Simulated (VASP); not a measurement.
# EuBe3 (Pm-3m) in VASP: a series of runs, part 2 of 2

VASP 6.6.1. The steps go on from the part before.

## Step 4: Relaxation of cell and atoms, PBE, collinear spin, ferromagnetic start

File INCAR:

```
SYSTEM = EuBe3
  PREC = Accurate
  ENCUT = 600
  EDIFF = 1E-6
  ISMEAR = 0
  SIGMA = 0.1
  LREAL = .False.
  LASPH = .True.
  NELM = 150
  ALGO = Normal
  ISIF = 3
  LWAVE = .False.
  LCHARG = .False.
  ISPIN = 2
  MAGMOM = 7 0 0 0
  LORBIT = 11
  LMAXMIX = 6
  GGA = PE
  IBRION = 2
  NSW = 90
  EDIFFG = -0.04
```

File KPOINTS:

```
regular mesh
0
Gamma
  6 6 6
  0 0 0
```

File POSCAR:

```
EuBe3
1.0
    3.7137152000      0.0000000000      0.0000000000
    0.0000000000      3.7137152000      0.0000000000
    0.0000000000      0.0000000000      3.7137152000
Eu Be
1 3
Direct
    0.0000000000      0.0000000000      0.0000000000
    0.5000000000      0.0000000000      0.5000000000
    0.0000000000      0.5000000000      0.5000000000
    0.5000000000      0.5000000000      0.0000000000
```

Potentials or basis: VASP PAW PBE potentials, release 64 (Eu, Be).

Run with:

```bash
cat potpaw_PBE.64/Eu/POTCAR potpaw_PBE.64/Be/POTCAR > POTCAR
mpirun -np 1 vasp_std > vasp.out
```

OUTCAR:

```text
SYSTEM = EuBe3
   PREC = Accurate
   ENCUT = 600
   EDIFF = 1E-6
   ISMEAR = 0
   LREAL = .False.
   LASPH = .True.
   NELM = 150
   ISIF = 3
   ISPIN = 2
   LORBIT = 11
   GGA = PE
   IBRION = 2
   NSW = 90
   EDIFFG = -0.04

 ion  position               nearest neighbor table
   1  0.000  0.000  0.000-   2 2.63   3 2.63   4 2.63   2 2.63   3 2.63   3 2.63   4 2.63   3 2.63
                             2 2.63   4 2.63   2 2.63   4 2.63
   2  0.500  0.000  0.500-   1 2.63   1 2.63   1 2.63   1 2.63
   3  0.000  0.500  0.500-   1 2.63   1 2.63   1 2.63   1 2.63
   4  0.500  0.500  0.000-   1 2.63   1 2.63   1 2.63   1 2.63

  LATTYP: Found a simple cubic cell.
 ALAT       =     3.7137152000

  Lattice vectors:

 A1 = (   3.7137152000,   0.0000000000,   0.0000000000)
 A2 = (   0.0000000000,   3.7137152000,   0.0000000000)
 A3 = (   0.0000000000,   0.0000000000,   3.7137152000)

Analysis of symmetry for initial positions (statically):
=====================================================================
 Subroutine PRICEL returns:
 Original cell was already a primitive cell.

 Routine SETGRP: Setting up the symmetry group for a
 simple cubic supercell.

 Subroutine GETGRP returns: Found 48 space group operations
 (whereof 48 operations were pure point group operations)
 out of a pool of 48 trial point group operations.

The static configuration has the point symmetry O_h .

Analysis of symmetry for dynamics (positions and initial velocities):
=====================================================================
 Subroutine PRICEL returns:
 Original cell was already a primitive cell.

 Routine SETGRP: Setting up the symmetry group for a
 simple cubic supercell.

 Subroutine GETGRP returns: Found 48 space group operations
 (whereof 48 operations were pure point group operations)
 out of a pool of 48 trial point group operations.

The dynamic configuration has the point symmetry O_h .

Analysis of structural, dynamic, and magnetic symmetry:
=====================================================================
 Subroutine PRICEL returns:
 Original cell was already a primitive cell.

 Routine SETGRP: Setting up the symmetry group for a
 simple cubic supercell.

 Subroutine GETGRP returns: Found 48 space group operations
 (whereof 48 operations were pure point group operations)
 out of a pool of 48 trial point group operations.

The overall configuration has the point symmetry O_h .

 Subroutine INISYM returns: Found 48 space group operations
 (whereof 48 operations are pure point group operations),
 and found     1 'primitive' translations

----------------------------------------------------------------------------------------

                                     Primitive cell

  volume of cell :      51.2184

  direct lattice vectors                    reciprocal lattice vectors
     3.713715200  0.000000000  0.000000000     0.269272129  0.000000000  0.000000000
     0.000000000  3.713715200  0.000000000     0.000000000  0.269272129  0.000000000
[... 43 lines left out ...]

 Following reciprocal coordinates:
            Coordinates               Weight
  0.000000  0.000000  0.000000      1.000000
  0.166667  0.000000  0.000000      6.000000
  0.333333  0.000000  0.000000      6.000000
  0.500000  0.000000  0.000000      3.000000
  0.166667  0.166667  0.000000     12.000000
  0.333333  0.166667  0.000000     24.000000
[... 12 lines left out ...]
  0.500000  0.500000  0.333333      6.000000
  0.500000  0.500000  0.500000      1.000000
   k-points           NKPTS =     20   k-points in BZ     NKDIM =     20   number of bands    NBANDS=     19
   number of dos      NEDOS =    301   number of ions     NIONS =      4
   total plane-waves  NPLWV =  27000
   dimension x,y,z NGX =    30 NGY =   30 NGZ =   30
   dimension x,y,z NGXF=    60 NGYF=   60 NGZF=   60
   ions per type =               1   3
   NGX,Y,Z   is equivalent  to a cutoff of  13.43, 13.43, 13.43 a.u.
   NGXF,Y,Z  is equivalent  to a cutoff of  26.86, 26.86, 26.86 a.u.
 SYSTEM =  EuBe3
   PREC   = accura    normal or accurate (medium, high low for compatibility)
   ISTART =      0    job   : 0-new  1-cont  2-samecut
   ICHARG =      2    charge: 1-file 2-atom 10-const
   ISPIN  =      2    spin polarized calculation?
   LNONCOLLINEAR =      F non collinear calculations
   LSORBIT =      F    spin-orbit coupling
   LASPH  =      T    aspherical Exc in radial PAW
   ENCUT  =  600.0 eV  44.10 Ry    6.64 a.u.   7.42  7.42  7.42*2*pi/ulx,y,z
   NELM   =    150;   NELMIN=  2; NELMDL= -5     # of ELM steps
   EDIFF  = 0.1E-05   stopping-criterion for ELM
   LREAL  =      F    real-space projection
   EDIFFG = -.4E-01   stopping-criterion for IOM
   NSW    =     90    number of steps for IOM
   IBRION =      2    ionic relax: 0-MD 1-quasi-New 2-CG
   NFREE  =      1    steps in history (QN), initial steepest desc. (CG)
   ISIF   =      3    stress and relaxation
   ISYM   =      2    0-nonsym 1-usesym 2-fastsym
   POTIM  = 0.5000    time-step for ionic-motion
   TEBEG  =    0.0;   TEEND  =   0.0 temperature during run
   PSTRESS=    0.0 pullay stress
   NELECT =      23.0000    total number of electrons
   NUPDOWN=      -1.0000    fix difference up-down
   EMIN   =  10.00;   EMAX   =-10.00  energy-range for DOS
   EFERMI =   0.00;   METHOD = LEGACY
   ISMEAR =     0;   SIGMA  =   0.10  broadening in eV -4-tet -1-fermi 0-gaus
   EFERMI_NEDOS =   21; number of points for ismear=-14 and -15
   IALGO  =     38    algorithm
   IMIX   =      4    mixing-type and parameters
     AMIX     =   0.40;   BMIX     =  1.00
     AMIX_MAG =   1.60;   BMIX_MAG =  1.00
  volume/ion in A,a.u.               =      12.80        86.41
  Fermi-wavevector in a.u.,A,eV,Ry     =   1.253648  2.369051 21.383360  1.571633
  Thomas-Fermi vector in A             =   2.387491
   LORBIT       =     11    0 simple, 1 ext, 2 COOP (PROOUT), +10 PAW based schemes
   GGA     = PE    functional components
   LHFCALC =     F    Hartree Fock is set to
   AEXX    =    0.0000 exact exchange contribution
   IVDW    =     0    specifies the selected vdW correction
   LEPSILON=     F    determine dielectric tensor
   LRPA    =     F    only Hartree local field effects (RPA)
 conjugate gradient relaxation of ions
 spin polarized calculation
 Gauss-broadening in eV      SIGMA  =   0.10
  energy-cutoff  :      600.00
  volume of cell :       51.22
 maximum number of plane-waves:      1743
 NGX is ok and might be reduce to    30
   NGX = 15   NGY = 15   NGZ = 15

--------------------------------------- Ionic step        1  -------------------------------------------

 number of electron      22.9999993 magnetization       7.2473622

 Free energy of the ion-electron system (eV)
  ---------------------------------------------------
  ext. energy  EPLUGINS =         0.00000000
  ---------------------------------------------------
  free energy    TOTEN  =       -18.79561715 eV

  energy without entropy =      -18.76962178  energy(sigma->0) =      -18.78261947

 E-fermi :   4.3970     XC(G=0): -10.7951

 val. band max:        4.3828866885   @ k =   0.5000   0.1667   0.1667
 cond. band min:       4.4053246975   @ k =   0.3333   0.1667   0.1667
 fundamental gap:      0.0224380089
 Fermi energy:         4.3970269541

 spin component 1

 k-point     1 :       0.0000    0.0000    0.0000
  band No.  band energies     occupation
      1     -36.0829      1.00000
      2     -14.7408      1.00000
      3     -14.7408      1.00000
      4     -14.7408      1.00000
      5      -3.0622      1.00000
      6       3.1626      1.00000
[... 947 lines left out ...]
--------------------------------------- Ionic step        3  -------------------------------------------

 number of electron      22.9999999 magnetization      -7.6257214

 Free energy of the ion-electron system (eV)
  ---------------------------------------------------
  ext. energy  EPLUGINS =         0.00000000
  ---------------------------------------------------
  free energy    TOTEN  =       -19.57619852 eV

  energy without entropy =      -19.55311464  energy(sigma->0) =      -19.56465658

 E-fermi :   2.9861     XC(G=0):  -9.7958

 val. band max:        2.9850065414   @ k =   0.5000   0.5000   0.5000
 cond. band min:       3.0035003713   @ k =   0.3333   0.0000   0.0000
 fundamental gap:      0.0184938300
 Fermi energy:         2.9861234690

 spin component 1

 k-point     1 :       0.0000    0.0000    0.0000
  band No.  band energies     occupation
      1     -34.6888      1.00000
      2     -14.1596      1.00000
      3     -14.1596      1.00000
      4     -14.1596      1.00000
      5      -3.3910      1.00000
      6       2.8088      0.99393
[... 903 lines left out ...]
  FREE ENERGIE OF THE ION-ELECTRON SYSTEM (eV)
  ---------------------------------------------------
  free  energy   TOTEN  =       -19.5761985164 eV

  energy  without entropy=      -19.5531146441  energy(sigma->0) =      -19.56465658

 reached required accuracy - stopping structural energy minimisation

 total charge

# of ion       s       p       d       f       tot
--------------------------------------------------
    1        2.066   5.740   0.618   6.379  14.803
    2        0.452   0.377   0.000   0.000   0.829
    3        0.452   0.377   0.000   0.000   0.829
    4        0.452   0.377   0.000   0.000   0.829
--------------------------------------------------
tot          3.422   6.870   0.618   6.379  17.289

 magnetization (x)

# of ion       s       p       d       f       tot
--------------------------------------------------
    1        0.007   0.068  -0.234  -6.355  -6.514
    2        0.003  -0.081   0.000   0.000  -0.078
    3        0.003  -0.081   0.000   0.000  -0.078
    4        0.003  -0.081   0.000   0.000  -0.078
--------------------------------------------------
tot          0.018  -0.175  -0.234  -6.355  -6.747
```

OSZICAR:

```text
N       E                     dE             d eps       ncg     rms          rms(c)
DAV:   1     0.135829481284E+03    0.13583E+03   -0.95095E+03  1849   0.548E+03
DAV:   2     0.796782403966E+01   -0.12786E+03   -0.11596E+03  2041   0.352E+02
DAV:   3    -0.166047401414E+02   -0.24573E+02   -0.22615E+02  2264   0.156E+02
DAV:   4    -0.188799514884E+02   -0.22752E+01   -0.22062E+01  2839   0.410E+01
[... 176 lines left out ...]
DAV:  12    -0.195763118580E+02    0.99769E-03   -0.32358E-03  2770   0.873E-01    0.379E-01
DAV:  13    -0.195761809619E+02    0.13090E-03   -0.25246E-03  2690   0.790E-01    0.640E-02
DAV:  14    -0.195762033625E+02   -0.22401E-04   -0.29346E-04  2620   0.120E-01    0.668E-02
DAV:  15    -0.195761990155E+02    0.43470E-05   -0.29291E-05  2622   0.743E-02    0.297E-02
DAV:  16    -0.195761985164E+02    0.49908E-06   -0.25680E-06  1824   0.158E-02
   3 F= -.19576199E+02 E0= -.19564657E+02  d E =-.780581E+00  mag=    -7.6257
```

CONTCAR:

```text
EuBe3
   1.00000000000000
     4.0405307731131526   -0.0000000000000000    0.0000000000000000
    -0.0000000000000000    4.0405307731131526   -0.0000000000000000
     0.0000000000000000   -0.0000000000000000    4.0405307731131526
  Eu              Be
     1     3
Direct
     0.0000000000000000    0.0000000000000000    0.0000000000000000
     0.5000000000000000    0.0000000000000000    0.5000000000000000
     0.0000000000000000    0.5000000000000000    0.5000000000000000
     0.5000000000000000    0.5000000000000000    0.0000000000000000

  0.00000000E+00  0.00000000E+00  0.00000000E+00
  0.00000000E+00  0.00000000E+00  0.00000000E+00
  0.00000000E+00  0.00000000E+00  0.00000000E+00
  0.00000000E+00  0.00000000E+00  0.00000000E+00
```

Run time: 11 min. Hardware: 1 thread of Intel Xeon Platinum 8175M at 2.50GHz (Skylake/Cascade Lake), shared host; peak memory 0.23 GiB.

What came out:

```yaml
Free_energy: -19.5762 eV
Relaxed_volume: 16.49 Å³/atom
Relaxed_cell: a = 4.041 Å, b = 4.041 Å, c = 4.041 Å, α = 90.00°, β = 90.00°, γ = 90.00°
Space_group_after_relaxing_to_0.1_Å: Pm-3m (No. 221)
Energy_gained_by_relaxing: 195.1 meV/atom
Ionic_steps: 3
Pressure_after_relaxing: -0.1 GPa
Net_moment: -7.63 μB per cell
Site_moments: Eu -6.51; Be -0.08 μB
Valence_electrons_inside_the_program's_atomic_spheres: Eu 14.80; Be 0.83
```

The path:
```csv
step,energy change (eV),largest force (eV/Å),pressure (GPa),volume (Å³)
1,0.0000,0.0000,20.27,51.22
2,-0.7722,0.0000,1.39,64.19
3,-0.7806,0.0000,-0.05,65.97
```

Final structure:
```yaml
crystal:
  lattice:
    - [4.04053, 0.00000, 0.00000]
    - [0.00000, 4.04053, 0.00000]
    - [0.00000, 0.00000, 4.04053]
  atoms:
    - { symbol: Eu, position: [0.00000, 0.00000, 0.00000] }
    - { symbol: Be, position: [0.50000, 0.00000, 0.50000] }
    - { symbol: Be, position: [0.00000, 0.50000, 0.50000] }
    - { symbol: Be, position: [0.50000, 0.50000, 0.00000] }
```

Levels at points of the mesh, in eV from the Fermi level:
Spin up:
```tsv
k point	band 5	band 6	band 7	band 8	band 9	band 10	band 11	band 12
(0.00, 0.00, 0.00)	-6.38	-0.18	-0.18	0.66	0.66	0.66	3.62	3.62
(0.50, 0.00, 0.00)	-4.12	-4.05	0.03	0.03	0.25	2.77	3.07	3.07
(0.50, 0.50, 0.00)	-4.01	-1.95	-1.48	-1.48	1.25	1.25	3.01	3.77
(0.50, 0.50, 0.50)	-2.12	-1.95	-1.95	-1.95	0.50	0.50	0.50	4.31
```
Spin down:
```csv
k point,band 13,band 14,band 15,band 16,band 17,band 18
"(0.00, 0.00, 0.00)",-0.48,-0.27,0.80,0.80,0.80,3.94
"(0.50, 0.00, 0.00)",-0.39,-0.29,-0.27,-0.27,3.44,3.44
"(0.50, 0.50, 0.00)",-0.30,-0.30,-0.25,0.54,0.54,3.59
"(0.50, 0.50, 0.50)",-0.35,-0.35,-0.02,0.00,0.00,0.00
```

Caveat: the volume moved by over 15 % at a fixed basis, so the end points are rough; spin-orbit coupling is left out, which moves the levels of the heavy elements; semilocal functionals describe open f shells poorly, which spoils levels, moments and volumes. The state reached can hang on the start; a lower one may exist.

## Step 5: Single point, PBE, collinear spin, ferromagnetic start

This run uses another cell than the first one, of 16.46 Å³/atom.

File INCAR:

```
PREC     = Accurate       # precision mode
ENCUT    = 520            # plane-wave cutoff, eV
EDIFF    = 1E-6           # SCF threshold, eV
ISMEAR   = 0              # smearing method
SIGMA    = 0.1            # smearing width, eV
LREAL    = F              # projectors in reciprocal space
LASPH    = T              # aspherical terms in the spheres
NELM     = 150            # most SCF steps
ALGO     = Fast           # electronic algorithm
ISIF     = 2              # what is computed and relaxed
LWAVE    = F              # write WAVECAR
LCHARG   = F              # write CHGCAR
ISPIN    = 2              # spin polarisation
MAGMOM   = 7.25 0.16 0.16 0.16 # initial moments
LORBIT   = 11             # projections on sites
LMAXMIX  = 6              # l up to which the mixer works
GGA      = PE             # functional
NBANDS   = 24             # bands
```

File KPOINTS:

```
Automatic mesh
0
Gamma
  12 12 12
```

File POSCAR:

```
EuBe3
1.0
    4.0377950286      0.0000000000      0.0000000000
    0.0000000000      4.0377950286      0.0000000000
    0.0000000000      0.0000000000      4.0377950286
Eu Be
1 3
Direct
    0.0000000000      0.0000000000      0.0000000000
    0.5000000000      0.0000000000      0.5000000000
    0.0000000000      0.5000000000      0.5000000000
    0.5000000000      0.5000000000      0.0000000000
```

Run with:

```bash
cat potpaw_PBE.64/Eu/POTCAR potpaw_PBE.64/Be/POTCAR > POTCAR
mpirun -np 1 vasp_std > vasp.out
```

It took 10 min on 1 thread of Intel Xeon Platinum 8175M at 2.50GHz (Skylake/Cascade Lake), shared host; peak memory 0.36 GiB.

It converged, with:

* Free energy: -19.5620 eV
* Pressure: -0.1 GPa
* Net moment: 7.73 μB per cell
* Site moments: Eu +6.53; Be +0.09 μB
* Valence electrons inside the program's atomic spheres: Eu 14.81; Be 0.83

Levels at points of the mesh, in eV from the Fermi level:
Spin up:
| k point | band 11 | band 12 | band 13 | band 14 | band 15 | band 16 | band 17 | band 18 | band 19 | band 20 |
| --- | --- | --- | --- | --- | --- | --- | --- | --- | --- | --- |
| (0.00, 0.00, 0.00) | -0.48 | -0.48 | -0.48 | -0.28 | 0.77 | 0.81 | 0.88 | 3.92 | 3.92 | 3.92 |
| (0.50, 0.00, 0.00) | -0.46 | -0.46 | -0.40 | -0.30 | -0.28 | -0.28 | 3.41 | 3.41 | 3.59 | 4.28 |
| (0.50, 0.50, 0.00) | -0.38 | -0.32 | -0.31 | -0.31 | -0.26 | 0.50 | 0.50 | 3.55 | 3.68 | 4.92 |
| (0.50, 0.50, 0.50) | -0.58 | -0.35 | -0.35 | -0.35 | -0.04 | -0.02 | -0.02 | -0.02 | 5.69 | 5.78 |
Spin down:
```csv
k point,band 5,band 6,band 7,band 8,band 9,band 10,band 11,band 12
"(0.00, 0.00, 0.00)",-6.38,-0.18,-0.18,0.66,0.66,0.66,3.61,3.61
"(0.50, 0.00, 0.00)",-4.12,-4.05,0.03,0.03,0.24,2.77,3.07,3.07
"(0.50, 0.50, 0.00)",-4.02,-1.95,-1.47,-1.47,1.25,1.25,3.01,3.77
"(0.50, 0.50, 0.50)",-2.14,-1.95,-1.95,-1.95,0.51,0.51,0.51,4.31
```

Caveat: spin-orbit coupling is left out, which moves the levels of the heavy elements; semilocal functionals describe open f shells poorly, which spoils levels, moments and volumes.

## Step 6: The runs side by side

| task | cell | k mesh | cutoff (eV) | gap on the mesh (eV) | pressure (GPa) | moment (μB) |
| --- | --- | --- | --- | --- | --- | --- |
| single point | a = 3.714 Å, 4 atoms | 6 × 6 × 6 | 520 | none | 20.1 | 7.25 |
| single point | a = 4.042 Å, 4 atoms | 6 × 6 × 6 | 520 | none | 0.0 | 7.62 |
| relaxation of cell and atoms | relaxed from a = 3.714 Å, 4 atoms | 6 × 6 × 6 | 600 | none | -0.1 | 7.63 |
| single point | a = 4.038 Å, 4 atoms | 12 × 12 × 12 | 520 | none | -0.1 | 7.73 |

Alike in all rows: level PBE; potentials or basis VASP PAW PBE potentials, release 64 (Eu, Be); spin collinear, ferromagnetic start; smearing gaussian 0.1 eV.

Caveats: spin-orbit coupling is left out, which moves the levels of the heavy elements; semilocal functionals describe open f shells poorly, which spoils levels, moments and volumes; the cell stands under pressure (at least some runs); the volume moved by over 15 % at a fixed basis, so the end points are rough (at least some runs).

Total energies depend on the potentials used, so only differences within one code and one set of settings carry meaning.

The gap in the log of VASP goes by the Fermi energy; the results here count the filled bands.